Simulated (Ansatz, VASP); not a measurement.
**Two plane-wave programs on SnO**

```
Sn O
1.0
     3.36065    0.00000    0.00000
    -1.68032    2.91041    0.00000
     0.00000    0.00000    9.16618
Sn O
2 2
Direct
  0.00000 0.00000 0.99426
  0.33333 0.66667 0.49426
  0.00000 0.00000 0.38074
  0.33333 0.66667 0.88074
```

Alike in both runs: functional PBE; k mesh 12 × 12 × 4; occupations gaussian, width 0.02 eV; no spin polarisation.

Ansatz relaxed the structure, and its values are those at the end. VASP's run is a single point on that final structure, the one shown.

|  | VASP | Ansatz |
| --- | --- | --- |
| version | VASP 6.6.1 | Ansatz 0.2.0 |
| potentials or method | VASP PAW PBE potentials, release 64 (Sn_d, O), cutoff 520 eV | scalar-relativistic, plane waves, PAW |
| valence electrons in the cell | 40 | 40 |

|  | VASP | Ansatz | Ansatz less VASP |
| --- | --- | --- | --- |
| gap on the k mesh at the Fermi level (eV) | 1.43 | 1.46 | +0.026 |
| least direct gap on the mesh (eV) | 1.68 | 1.70 | +0.019 |
| pressure (GPa) | 0.2 | 0.0 | -0.17 |
| rms of the force components (eV/Å) | 0.035 | 0.000 | -0.0346 |

With one functional, cell and mesh, what is left measures potentials, basis and numerics.
